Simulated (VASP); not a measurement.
# Au (Fd-3m) in VASP: notebook

Au is run at these levels: LDA; tasks: single point.

Everything below comes from runs of VASP 6.6.1. Logs are shortened: lines on timing, memory, paths and dates and some standing lists are left out, and cuts for length are marked.

## 1. The cell of the first run

Symmetry: Fd-3m, No. 227, cubic system. The conventional cell has a = 5.005 Å, b = 5.005 Å, c = 5.005 Å, α = 90.00°, β = 90.00°, γ = 90.00°. Within 2.9 Å of Au (site symmetry -43m) lie 4 Au at 2.17 Å.

## 2. Single point, LDA

The input, INCAR:

```
PREC = Accurate
ENCUT = 520
EDIFF = 1E-6
ISMEAR = -1
SIGMA = 0.05
LREAL = False
LASPH = True
NELM = 80
ALGO = Normal
ISIF = 2
LWAVE = False
LCHARG = False
GGA = CA
NBANDS = 18
```

The input, KPOINTS:

```
Automatic mesh
0
Gamma
  14 14 14
```

The input, POSCAR:

```
Au
1.0
    0.0000000000      2.5026727653      2.5026727653
    2.5026727653      0.0000000000      2.5026727653
    2.5026727653      2.5026727653      0.0000000000
Au
2
Direct
   -0.1250000000     -0.1250000000     -0.1250000000
    0.1250000000      0.1250000000      0.1250000000
```

Potentials or basis: VASP PAW LDA potentials, release 64 (Au).

On the command line:

```bash
$ cat potpaw_LDA.64/Au/POTCAR > POTCAR
$ mpirun -np 1 vasp_std > vasp.out
```

OUTCAR:

```text
PREC = Accurate
   ENCUT = 520
   EDIFF = 1E-6
   ISMEAR = -1
   LREAL = False
   LASPH = True
   NELM = 80
   ISIF = 2
   GGA = CA

 ion  position               nearest neighbor table
   1  0.875  0.875  0.875-   2 2.17   2 2.17   2 2.17   2 2.17
   2  0.125  0.125  0.125-   1 2.17   1 2.17   1 2.17   1 2.17

  LATTYP: Found a face centered cubic cell.
 ALAT       =     5.0053455306

  Lattice vectors:

 A1 = (   0.0000000000,   2.5026727653,   2.5026727653)
 A2 = (   2.5026727653,   0.0000000000,   2.5026727653)
 A3 = (   2.5026727653,   2.5026727653,   0.0000000000)

Analysis of symmetry for initial positions (statically):
=====================================================================
 Subroutine PRICEL returns:
 Original cell was already a primitive cell.

 Routine SETGRP: Setting up the symmetry group for a
 face centered cubic supercell.

 Subroutine GETGRP returns: Found 48 space group operations
 (whereof 12 operations were pure point group operations)
 out of a pool of 48 trial point group operations.

The static configuration has the point symmetry D_3d.
 The point group associated with its full space group is O_h .

Analysis of symmetry for dynamics (positions and initial velocities):
=====================================================================
 Subroutine PRICEL returns:
 Original cell was already a primitive cell.

 Routine SETGRP: Setting up the symmetry group for a
 face centered cubic supercell.

 Subroutine GETGRP returns: Found 48 space group operations
 (whereof 12 operations were pure point group operations)
 out of a pool of 48 trial point group operations.

The dynamic configuration has the point symmetry D_3d.
 The point group associated with its full space group is O_h .

 Subroutine INISYM returns: Found 48 space group operations
 (whereof 12 operations are pure point group operations),
 and found     1 'primitive' translations

----------------------------------------------------------------------------------------

                                     Primitive cell

  volume of cell :      31.3503

  direct lattice vectors                    reciprocal lattice vectors
     0.000000000  2.502672765  2.502672765    -0.199786407  0.199786407  0.199786407
     2.502672765  0.000000000  2.502672765     0.199786407 -0.199786407  0.199786407
     2.502672765  2.502672765  0.000000000     0.199786407  0.199786407 -0.199786407

  length of vectors
     3.539313767  3.539313767  3.539313767     0.346040208  0.346040208  0.346040208
[... 79 lines left out ...]
   ENCUT  =  520.0 eV  38.22 Ry    6.18 a.u.   6.58  6.58  6.58*2*pi/ulx,y,z
   NELM   =     80;   NELMIN=  2; NELMDL= -5     # of ELM steps
   EDIFF  = 0.1E-05   stopping-criterion for ELM
   LREAL  =      F    real-space projection
   EDIFFG = 0.1E-04   stopping-criterion for IOM
   NSW    =      0    number of steps for IOM
   IBRION =     -1    ionic relax: 0-MD 1-quasi-New 2-CG
   NFREE  =      0    steps in history (QN), initial steepest desc. (CG)
   ISIF   =      2    stress and relaxation
   ISYM   =      2    0-nonsym 1-usesym 2-fastsym
   POTIM  = 0.5000    time-step for ionic-motion
   TEBEG  =    0.0;   TEEND  =   0.0 temperature during run
   PSTRESS=    0.0 pullay stress
   NELECT =      22.0000    total number of electrons
   NUPDOWN=      -1.0000    fix difference up-down
   EMIN   =  10.00;   EMAX   =-10.00  energy-range for DOS
   EFERMI =   0.00;   METHOD = LEGACY
   ISMEAR =    -1;   SIGMA  =   0.05  broadening in eV -4-tet -1-fermi 0-gaus
   EFERMI_NEDOS =   21; number of points for ismear=-14 and -15
   IALGO  =     38    algorithm
   IMIX   =      4    mixing-type and parameters
     AMIX     =   0.40;   BMIX     =  1.00
     AMIX_MAG =   1.60;   BMIX_MAG =  1.00
  volume/ion in A,a.u.               =      15.68       105.78
  Fermi-wavevector in a.u.,A,eV,Ry     =   1.454795  2.749163 28.795739  2.116427
  Thomas-Fermi vector in A             =   2.571904
   LORBIT       =      0    0 simple, 1 ext, 2 COOP (PROOUT), +10 PAW based schemes
   GGA     = CA    functional components
   LHFCALC =     F    Hartree Fock is set to
   AEXX    =    0.0000 exact exchange contribution
   IVDW    =     0    specifies the selected vdW correction
   LEPSILON=     F    determine dielectric tensor
   LRPA    =     F    only Hartree local field effects (RPA)
 non-spin polarized calculation
  energy-cutoff  :      520.00
  volume of cell :       31.35
 maximum number of plane-waves:       877
   NGX = 13   NGY = 13   NGZ = 13

 number of electron      22.0000002 magnetization

 Free energy of the ion-electron system (eV)
  ---------------------------------------------------
  ext. energy  EPLUGINS =         0.00000000
  ---------------------------------------------------
  free energy    TOTEN  =        -0.21583604 eV

  energy without entropy =       -0.20700510  energy(sigma->0) =       -0.21142057

 E-fermi :  11.3082     XC(G=0): -13.0735

 val. band max:       11.2681614720   @ k =   0.5000   0.0000   0.0000
 cond. band min:      11.3102919906   @ k =  -0.4286   0.2143   0.0714
 fundamental gap:      0.0421305185
 Fermi energy:        11.3082473627

 k-point     1 :       0.0000    0.0000    0.0000
  band No.  band energies     occupation
      1       0.0721      2.00000
      2       2.4237      2.00000
      3       2.4237      2.00000
      4       3.0797      2.00000
      5       3.0797      2.00000
      6       3.0797      2.00000
[... 481 lines left out ...]
      5       3.2202      2.00000
      6       4.2792      2.00000
[... 10 lines left out ...]
     17      26.5517      0.00000
     18      26.5856      0.00000

 [... further k-points ...]

------------------------ aborting loop because EDIFF is reached ----------------------------------------

  FORCE on cell =-STRESS in cart. coord.  units (eV):
  Direction    XX          YY          ZZ          XY          YZ          ZX
  --------------------------------------------------------------------------------------
  -------------------------------------------------------------------------------------
  Total       32.8372857     32.8372857     32.8372857      0.0000000      0.0000000      0.0000000
  in kB     1678.1687715   1678.1687715   1678.1687715      0.0000000      0.0000000      0.0000000
  external PRESSURE =    1678.1687715 kB  Pullay stress =       0.0000000 kB

 VOLUME and BASIS-vectors are now :
 -----------------------------------------------------------------------------
  energy-cutoff  :      520.00
  volume of cell :       31.35
      direct lattice vectors                 reciprocal lattice vectors
     0.000000000  2.502672765  2.502672765    -0.199786407  0.199786407  0.199786407
     2.502672765  0.000000000  2.502672765     0.199786407 -0.199786407  0.199786407
     2.502672765  2.502672765  0.000000000     0.199786407  0.199786407 -0.199786407

 POSITION                                       TOTAL-FORCE (eV/Angst)
 -----------------------------------------------------------------------------------
      4.37968      4.37968      4.37968        -0.000000     -0.000000     -0.000000
      0.62567      0.62567      0.62567         0.000000      0.000000      0.000000
 -----------------------------------------------------------------------------------
    total drift:                                0.000000     -0.000000     -0.000000

  FREE ENERGIE OF THE ION-ELECTRON SYSTEM (eV)
  ---------------------------------------------------
  free  energy   TOTEN  =        -0.2158360412 eV

  energy  without entropy=       -0.2070050978  energy(sigma->0) =       -0.21142057
```

It took 39 s on 1 thread of Intel Xeon Platinum 8375C at 2.90GHz (Ice Lake), shared host; peak memory 0.17 GiB.

Results:

```yaml
Free_energy: -0.2158 eV
Pressure: 167.8 GPa
Band_gap_on_the_k_mesh: zero (band 11 reaches 11.96 eV, above the bottom of band 12 at 11.18 eV)
```

Levels at points of the mesh, in eV from the Fermi level:
```tsv
k point	band 8	band 9	band 10	band 11	band 12	band 13	band 14	band 15
(0.00, 0.00, 0.00)	-4.37	-4.37	-1.16	-1.16	11.43	11.55	12.88	12.88
(0.50, 0.00, 0.00)	-3.46	-3.46	-1.88	-1.88	-0.04	9.42	9.72	9.72
(0.50, 0.50, 0.00)	-5.55	-1.48	-1.48	0.65	0.65	3.25	3.25	10.81
```

Caveat: spin-orbit coupling is left out, which moves the levels of the heavy elements.

## 3. Single point, LDA

The input, INCAR:

```
  PREC = Accurate
  ENCUT = 520
  EDIFF = 1E-7
  ISMEAR = -1
  SIGMA = 0.05
  LREAL = False
  LASPH = True
  NELM = 100
  ALGO = Normal
  ISIF = 2
  LWAVE = False
  LCHARG = False
  GGA = CA
  NBANDS = 18
```

KPOINTS is that of step 2.

The input, POSCAR:

```
Au
1.0
    0.0000000000      2.5030637810      2.5030637810
    2.5030637810      0.0000000000      2.5030637810
    2.5030637810      2.5030637810      0.0000000000
Au
2
Direct
   -0.1250000000     -0.1250000000     -0.1250000000
    0.1250000000      0.1250000000      0.1250000000
```

Potentials or basis: VASP PAW LDA potentials, release 64 (Au).

On the command line:

```bash
$ cat potpaw_LDA.64/Au/POTCAR > POTCAR
$ mpirun -np 1 vasp_std > vasp.out
```

Run time: 41 s. Hardware: 1 thread of Intel Xeon Platinum 8375C at 2.90GHz (Ice Lake), shared host; peak memory 0.17 GiB.

It converged, with:

- Free energy: -0.2312 eV
- Pressure: 167.5 GPa
- Band gap on the k mesh: zero (band 11 reaches 11.95 eV, above the bottom of band 12 at 11.17 eV)

Levels at points of the mesh, in eV from the Fermi level:
| k point | band 8 | band 9 | band 10 | band 11 | band 12 | band 13 | band 14 | band 15 |
| --- | --- | --- | --- | --- | --- | --- | --- | --- |
| (0.00, 0.00, 0.00) | -4.37 | -4.37 | -1.16 | -1.16 | 11.43 | 11.55 | 12.88 | 12.88 |
| (0.50, 0.00, 0.00) | -3.46 | -3.46 | -1.88 | -1.88 | -0.04 | 9.42 | 9.71 | 9.71 |
| (0.50, 0.50, 0.00) | -5.55 | -1.48 | -1.48 | 0.65 | 0.65 | 3.25 | 3.25 | 10.81 |

Caveat: spin-orbit coupling is left out, which moves the levels of the heavy elements.
